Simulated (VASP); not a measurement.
A run of VASP 6.6.1:

INCAR

```
SYSTEM = Ge
ALGO     = Normal         ! electronic algorithm
EDIFF    = 1E-6           ! SCF threshold, eV
ENCUT    = 520            ! plane-wave cutoff, eV
GGA      = PS             ! functional
ISIF     = 2              ! what is computed and relaxed
ISMEAR   = 0              ! smearing method
LASPH    = .TRUE.         ! aspherical terms in the spheres
LCHARG   = .TRUE.         ! write CHGCAR
LELF     = .TRUE.         ! ELF
LREAL    = .FALSE.        ! projectors in reciprocal space
LVHAR    = .TRUE.       
LWAVE    = .FALSE.        ! write WAVECAR
NBANDS   = 21             ! bands
NELM     = 100            ! most SCF steps
PREC     = Accurate       ! precision mode
SIGMA    = 0.05           ! smearing width, eV
```

File KPOINTS:

```
k-points
0
G
  10 10 10
  0 0 0
```

Contents of POSCAR:

```
Ge
1.0
    0.0000000000      2.8289100000      2.8289100000
    2.8289100000      0.0000000000      2.8289100000
    2.8289100000      2.8289100000      0.0000000000
Ge
2
Direct
   -0.0185595965      0.0312082721     -0.0329056336
    0.2500000000      0.2500000000      0.2500000000
```

Potentials or basis: VASP PAW PBE potentials, release 64 (Ge_d).

The run is started by

```console
$ cat potpaw_PBE.64/Ge_d/POTCAR > POTCAR
$ mpirun -np 1 vasp_std > vasp.out
```

Hardware: 1 thread of Intel Xeon 8259CL, on a shared host.

Problem. How long does it take, and how much memory?

Solution. It took 9 min on 1 thread of Intel Xeon 8259CL (shared host), peak memory 0.47 GiB. Counts: scf iterations 11, k points 504.
